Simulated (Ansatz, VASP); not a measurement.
MgI2: VASP beside Ansatz

```xyz
3
Lattice="4.1537 -0.0208 -0.0208 -2.0948 3.6076 -0.0076 -0.0343 -0.0343 6.8620" Properties=species:S:1:pos:R:3 pbc="T T T"
Mg    0.0000    0.0000    0.0000
I    -0.0380    2.3721    5.1869
I     2.0625    1.1804    1.6468
```

Change from the starting cell: equal xy, yz and zx shear strains of -1 %, crystal datasets.

Alike in both runs: task electric field gradients; functional PBEsol; k mesh 7 × 7 × 4; occupations fermi-dirac, width 0.03 eV; no spin polarisation.

```csv
,VASP,Ansatz
version,VASP 6.6.1,Ansatz 0.2.0
potentials or method,"VASP PAW PBE potentials, release 64 (Mg, I), cutoff 520 eV","all-electron PAW with datasets made for the crystal, scalar-relativistic"
```

```csv
,VASP,Ansatz,Ansatz less VASP
gap on the k mesh at the Fermi level (eV),3.44,3.46,+0.016
pressure (GPa),-0.2,-0.2,+0.02
"traceless stress, the component that is largest in VASP (GPa)",0.26,0.26,-0.005
rms of the force components (eV/Å),0.026,0.025,-0.0010
size of Vzz on the site where it differs most (V/Å²),49.1,50.7,+1.59
```

VASP's potentials were made for PBE, not for PBEsol. Atom by atom the forces differ by 0.001 eV/Å (rms over components). Ansatz ran all-electron here, and VASP with PAW potentials.

Neither program's run includes spin-orbit coupling.
